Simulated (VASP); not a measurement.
Input of a VASP 6.6.1 run:

File INCAR:

```
PREC = Accurate
ENCUT = 520
EDIFF = 1E-7
ISMEAR = -1
SIGMA = 0.1
LREAL = False
LASPH = True
NELM = 60
ALGO = Normal
ISIF = 2
LWAVE = False
LCHARG = False
GGA = CA
NBANDS = 16
```

Contents of KPOINTS:

```
Automatic mesh
0
Gamma
  14 14 14
```

The input POSCAR:

```
GaP
1.0
    0.0000000000      2.5253746113      2.5253746113
    2.5253746113      0.0000000000      2.5253746113
    2.5253746113      2.5253746113      0.0000000000
Ga P
1 1
Direct
    0.0000000000      0.0000000000      0.0000000000
    0.5000000000      0.5000000000      0.5000000000
```

Potentials or basis: VASP PAW LDA potentials, release 64 (Ga_d, P).

Launch:

```bash
$ cat potpaw_LDA.64/Ga_d/POTCAR potpaw_LDA.64/P/POTCAR > POTCAR
$ mpirun -np 1 vasp_std > vasp.out
```

Predict the band gap on the k mesh.

zero (band 9 reaches 7.59 eV, above the bottom of band 10 at 4.14 eV).

What does it give for the pressure?

0.2 GPa.
